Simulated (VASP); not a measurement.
# Sn8O16F (a cell with a defect) (F interstitial hop between voids) in VASP: further runs, part 2 of 3

VASP 6.6.1. Earlier steps stand in the parts before.

### Step 3. Single point, r2SCAN

POSCAR

```
Sn8O16F
1.0
    4.8274600300      4.8274600300      0.0000000000
   -4.8274600300      4.8274600300      0.0000000000
    0.0000000000      0.0000000000      6.4759066800
Sn O F
8 16 1
Direct
    0.0085254800      0.5061984900      0.2509633900
    0.4992400300     -0.0135528600      0.2529187300
    0.0074584800     -0.0020031000     -0.0021695400
    0.4973870800      0.4847274200     -0.0119642600
    0.0033364900      0.4980997500      0.7541983900
    0.4956836900      0.0062166500      0.7582060900
   -0.0061331800      0.0029735100      0.4992245000
    0.5137204600      0.4948232200      0.4949527800
   -0.0067183900      0.8127962300      0.2549143800
    0.5033515700      0.2965407100      0.2459086700
    0.0086942400      0.1964754500      0.2454953900
    0.5117122100      0.6797074000      0.2481520900
    0.3086938100     -0.0693956700      0.0133961000
    0.8105393100      0.5016619200      0.0047595100
    0.1907298700      0.5525733400      0.0061594800
    0.6943262500     -0.0045655700      0.0040124300
   -0.0025289800      0.8077321800      0.7458532700
    0.5840586300      0.3064230000      0.7275192000
   -0.0298385200      0.1909825500      0.7463175400
    0.5043105200      0.6886319500      0.7448008600
    0.3037735400      0.0029916800      0.5055449500
    0.8216170400      0.5131361700      0.4950798000
    0.2033548000      0.4916565100      0.5051998800
    0.6888078200     -0.0145040500      0.4994109200
    0.2916062100      0.2474731800     -0.1120563300
```

INCAR.step1

```
PREC     = Accurate       # precision mode
ENCUT    = 520            # plane-wave cutoff, eV
ISMEAR   = -1             # smearing method
SIGMA    = 0.01           # smearing width, eV
LREAL    = Auto         
LASPH    = T              # aspherical terms in the spheres
NELM     = 60             # most SCF steps
NBANDS   = 126            # bands
NELECT   = 216.0        
GGA      = PE             # functional
ALGO     = Normal         # electronic algorithm
EDIFF    = 1E-4           # SCF threshold, eV
LWAVE    = T              # write WAVECAR
LCHARG   = F              # write CHGCAR
```

INCAR.step2

```
PREC     = Accurate       # precision mode
ENCUT    = 520            # plane-wave cutoff, eV
EDIFF    = 1E-7           # SCF threshold, eV
ISMEAR   = -1             # smearing method
SIGMA    = 0.01           # smearing width, eV
LREAL    = Auto         
LASPH    = T              # aspherical terms in the spheres
NELM     = 60             # most SCF steps
ALGO     = Normal         # electronic algorithm
ISIF     = 2              # what is computed and relaxed
LWAVE    = F              # write WAVECAR
LCHARG   = F              # write CHGCAR
METAGGA  = R2SCAN         # meta-GGA
LMIXTAU  = T            
NBANDS   = 126            # bands
NELECT   = 216.0        
ISTART   = 1
```

KPOINTS

```
Automatic mesh
0
Gamma
  1 1 1
  0.25 0.25 0.25
```

Potentials or basis: VASP PAW PBE potentials, release 64 (Sn_d, O, F).

The run is started by

```
$ cat potpaw_PBE.64/Sn_d/POTCAR potpaw_PBE.64/O/POTCAR potpaw_PBE.64/F/POTCAR > POTCAR
$ cp INCAR.step1 INCAR
$ mpirun -np 1 vasp_std > vasp.out
$ cp INCAR.step2 INCAR
$ mpirun -np 1 vasp_std > vasp.out
```

OUTCAR:

```text
PREC = Accurate
   ENCUT = 520
   EDIFF = 1E-7
   ISMEAR = -1
   LREAL = Auto
   LASPH = T
   NELM = 60
   ISIF = 2
   METAGGA = R2SCAN
   NELECT = 216.0
   ISTART = 1

 ion  position               nearest neighbor table
   1  0.009  0.506  0.251-  22 2.03  15 2.04  14 2.09   9 2.10  11 2.11  23 2.12   5 3.22   5 3.26
                             8 3.73   3 3.74   4 3.75   7 3.75
   2  0.499  0.986  0.253-  24 2.05  13 2.06  16 2.09  12 2.10  21 2.11  10 2.12   6 3.21   6 3.28
                             8 3.71   7 3.74   3 3.74
   3  0.007  0.998  0.998-  17 2.09   9 2.09  11 2.10  13 2.11  19 2.11  16 2.14  25 2.68   7 3.23
                             7 3.25   6 3.68   1 3.74   2 3.74
   4  0.497  0.485  0.988-  20 2.10  10 2.11  14 2.14  15 2.15  12 2.15  18 2.16  25 2.24   8 3.20
                             8 3.29   6 3.59   5 3.70   1 3.75
   5  0.003  0.498  0.754-  22 2.09  14 2.09  15 2.11  19 2.11  23 2.11  17 2.11  25 2.75   1 3.22
                             1 3.26   4 3.70   8 3.74
   6  0.496  0.006  0.758-  16 2.09  21 2.10  24 2.14  18 2.15  13 2.15  20 2.17  25 2.32   2 3.21
                             2 3.28   4 3.59   3 3.68   8 3.75
   7  0.994  0.003  0.499-   9 2.05  19 2.06  17 2.08  24 2.09  11 2.11  21 2.12   3 3.23   3 3.25
                             2 3.74   1 3.75
[... 241 lines left out ...]
      4     -16.2089      2.00000
      5     -16.1887      2.00000
      6     -16.0897      2.00000
[... 481 lines left out ...]
    119      13.5581      0.00000
    120      13.6985      0.00000
 [bands above 120 left out]

------------------------ aborting loop because EDIFF is reached ----------------------------------------

  FORCE on cell =-STRESS in cart. coord.  units (eV):
  Direction    XX          YY          ZZ          XY          YZ          ZX
  --------------------------------------------------------------------------------------
  -------------------------------------------------------------------------------------
  Total        4.4328430      4.2942268      0.7507191     -0.1057384     -2.0631934     -0.1360960
  in kB       23.5301653     22.7943710      3.9849247     -0.5612747    -10.9517262     -0.7224168
  external PRESSURE =      16.7698203 kB  Pullay stress =       0.0000000 kB

 VOLUME and BASIS-vectors are now :
 -----------------------------------------------------------------------------
  energy-cutoff  :      520.00
  volume of cell :      301.83
      direct lattice vectors                 reciprocal lattice vectors
     4.827460030  4.827460030  0.000000000     0.103574136  0.103574136  0.000000000
    -4.827460030  4.827460030  0.000000000    -0.103574136  0.103574136  0.000000000
     0.000000000  0.000000000  6.475906680     0.000000000  0.000000000  0.154418532

 POSITION                                       TOTAL-FORCE (eV/Angst)
 -----------------------------------------------------------------------------------
     -2.40250      2.48481      1.62522        -0.095163      0.020772     -0.035169
     -2.35197      7.17210      1.63788         0.091741     -0.047564     -0.006140
     -4.78178      4.85380      6.46186         0.039406     -0.062104     -0.027501
      0.06111      4.74112      6.39843        -0.031988      0.072279      0.021900
     -2.38845      2.42066      4.88412        -0.066830     -0.011899      0.019343
      2.36288      2.42290      4.91007         0.058890      0.032475     -0.003577
[... 17 lines left out ...]
     -1.43225      8.08263      3.23414        -0.043810      0.006766     -0.037365
      0.21305      2.60238      5.75024         0.084385      0.072864     -0.014628
 -----------------------------------------------------------------------------------
    total drift:                                0.015197     -0.027074      0.003047

  FREE ENERGIE OF THE ION-ELECTRON SYSTEM (eV)
  ---------------------------------------------------
  free  energy   TOTEN  =      -334.2413252440 eV

  energy  without entropy=     -334.2413252440  energy(sigma->0) =     -334.24132524
```

OUTCAR.step1:

```text
PREC = Accurate
   ENCUT = 520
   ISMEAR = -1
   LREAL = Auto
   LASPH = T
   NELM = 60
[... 774 lines left out ...]
      2.36288      2.42290      4.91007         0.005984      0.001677     -0.010620
[... 17 lines left out ...]
     -1.43225      8.08263      3.23414         0.010821     -0.006990      0.007017
      0.21305      2.60238      5.75024        -0.007996     -0.031731     -0.010995
 -----------------------------------------------------------------------------------
    total drift:                               -0.003175     -0.005930      0.003648

  FREE ENERGIE OF THE ION-ELECTRON SYSTEM (eV)
  ---------------------------------------------------
  free  energy   TOTEN  =      -143.5815750268 eV

  energy  without entropy=     -143.5815750268  energy(sigma->0) =     -143.58157503
```

OSZICAR.step1:

```text
N       E                     dE             d eps       ncg     rms          rms(c)
DAV:   1     0.425889188762E+04    0.42589E+04   -0.89949E+04  1080   0.270E+03
DAV:   2     0.911004703353E+03   -0.33479E+04   -0.32106E+04  1016   0.862E+02
DAV:   3    -0.576752308764E+02   -0.96868E+03   -0.92938E+03  1104   0.332E+02
DAV:   4    -0.166013518512E+03   -0.10834E+03   -0.10645E+03  1184   0.121E+02
DAV:   5    -0.170050316989E+03   -0.40368E+01   -0.40017E+01  1200   0.239E+01    0.317E+01
DAV:   6    -0.142945918860E+03    0.27104E+02   -0.10386E+02  1568   0.762E+01    0.109E+01
DAV:   7    -0.143721633677E+03   -0.77571E+00   -0.12093E+01  1120   0.104E+01    0.678E+00
DAV:   8    -0.143706188550E+03    0.15445E-01   -0.22520E+00  1392   0.753E+00    0.231E+00
DAV:   9    -0.143573450671E+03    0.13274E+00   -0.63469E-01  1408   0.527E+00    0.415E-01
DAV:  10    -0.143580659569E+03   -0.72089E-02   -0.76957E-02  1160   0.111E+00    0.255E-01
DAV:  11    -0.143581408220E+03   -0.74865E-03   -0.46925E-03  1360   0.369E-01    0.209E-01
DAV:  12    -0.143581569736E+03   -0.16152E-03   -0.45281E-03  1216   0.397E-01    0.702E-02
DAV:  13    -0.143581575027E+03   -0.52907E-05   -0.49963E-04   936   0.114E-01
   1 F= -.14358158E+03 E0= -.14358158E+03  d E =-.424123E-13
```

It took 8.1 min on 1 thread of Intel Xeon 6975P-C (Granite Rapids), shared host; peak memory 0.45 GiB.

What came out:

```
Free energy   : -334.2413 eV
Largest force : 0.307 eV/Å
```

Forces in eV/Å, atoms in the order of the input:
```
Sn  -0.095  0.021 -0.035
Sn   0.092 -0.048 -0.006
Sn   0.039 -0.062 -0.028
Sn  -0.032  0.072  0.022
Sn  -0.067 -0.012  0.019
Sn   0.059  0.032 -0.004
Sn   0.001 -0.075  0.041
Sn   0.035  0.107  0.017
O   -0.010  0.037  0.003
O   -0.021 -0.040 -0.033
O   -0.002 -0.002  0.004
O    0.017 -0.044  0.058
O   -0.200  0.230 -0.036
O    0.025  0.007  0.004
O    0.156 -0.183  0.037
O   -0.050  0.020 -0.004
O   -0.026  0.038 -0.008
O   -0.229 -0.204  0.013
O    0.112  0.098 -0.001
O    0.046 -0.042 -0.009
O    0.027  0.013  0.029
O    0.079 -0.039 -0.040
O    0.002 -0.003  0.007
O   -0.044  0.007 -0.037
F    0.084  0.073 -0.015
```

Caveat: the k points lie up to 0.97 Å⁻¹ apart; the cell carries a net charge on a neutralising background, which shifts energy and pressure; the cell is charged against a uniform background, so pressure and absolute levels hang on convention; the PAW data sets were made with another functional, which shifts forces and pressure a little.

(Continued in part 3 of 3.)
